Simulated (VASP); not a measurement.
## CrCoPt2: single point with LDA

Crystal: CrCoPt2.

```xyz
4
Lattice="3.5452 0.0000 0.0000 0.0000 3.5452 0.0000 0.0000 0.0000 3.4775" Properties=species:S:1:pos:R:3 pbc="T T T"
Cr    0.0000    0.0000    0.0000
Co    1.7726    1.7726    0.0000
Pt    0.0000    1.7726    1.7387
Pt    1.7726    0.0000    1.7387
```

- Program: VASP 6.6.1
- Task: single point
- Functional: LDA
- Potentials or basis: VASP PAW LDA potentials, release 64 (Cr_pv, Co, Pt)
- Cutoff: 520 eV
- k mesh: 8 × 8 × 8
- Occupations: fermi-dirac, width 0.05 eV
- Spin: collinear spin, ferromagnetic start
- Starting moments: [3.0, 2.0, 0.0, 0.0] μB

```json
{"Pressure": "64.2 GPa", "Net moment": "1.62 μB per cell", "Site moments": "Cr +1.62; Co -0.09; Pt +0.01 μB", "Valence electrons inside the program's atomic spheres": "Cr 11.22; Co 8.72; Pt 10.12"}
```

Stress tensor (GPa, compression positive):
```
66.13  0.00  0.00
 0.00 66.13  0.00
 0.00  0.00 60.37
```

Levels at points of the mesh, in eV from the Fermi level:
Spin up:
| k point | band 19 | band 20 | band 21 | band 22 | band 23 | band 24 | band 25 | band 26 |
| --- | --- | --- | --- | --- | --- | --- | --- | --- |
| (0.00, 0.00, 0.00) | 0.61 | 0.91 | 0.92 | 1.01 | 1.63 | 1.63 | 1.90 | 1.90 |
| (0.50, 0.00, 0.00) | -1.19 | -1.17 | -0.81 | -0.58 | 0.06 | 0.51 | 1.63 | 4.15 |
| (0.50, 0.50, 0.00) | -2.26 | -1.66 | -1.12 | -0.79 | -0.79 | 2.23 | 2.34 | 3.07 |
| (0.00, 0.00, 0.50) | -1.13 | -1.10 | -1.10 | -0.89 | -0.15 | 0.89 | 1.01 | 4.15 |
| (0.50, 0.00, 0.50) | -1.46 | -1.25 | -1.14 | -0.88 | -0.56 | 1.74 | 2.61 | 2.90 |
| (0.50, 0.50, 0.50) | -0.82 | 0.10 | 0.10 | 0.25 | 0.51 | 0.70 | 0.89 | 0.89 |
Spin down:
```tsv
k point	band 17	band 18	band 19	band 20	band 21	band 22	band 23	band 24
(0.00, 0.00, 0.00)	0.47	0.47	1.03	1.70	1.72	1.89	2.04	2.04
(0.50, 0.00, 0.00)	-1.69	-1.48	-0.64	-0.21	-0.21	0.47	0.49	1.21
(0.50, 0.50, 0.00)	-2.58	-2.42	-2.24	-1.67	-0.05	-0.05	0.28	2.90
(0.00, 0.00, 0.50)	-2.54	-1.74	-1.11	-0.41	-0.41	0.31	0.62	1.03
(0.50, 0.00, 0.50)	-2.77	-1.64	-1.51	-1.36	0.13	0.30	0.46	1.73
(0.50, 0.50, 0.50)	-0.68	-0.68	-0.62	0.08	0.08	0.25	1.46	1.47
```

Run time: 100 s on 1 thread of Intel(R) Xeon(R) 6975P-C (Granite Rapids), on a shared host, peak memory 0.28 GiB.

Caveat: the stress differs along the axes, from 60 to 66 GPa; an empty level that is flat over the whole mesh can mark a ghost state of the potentials, or a narrow d or f band; spin-orbit coupling is left out, which moves the levels of the heavy elements.
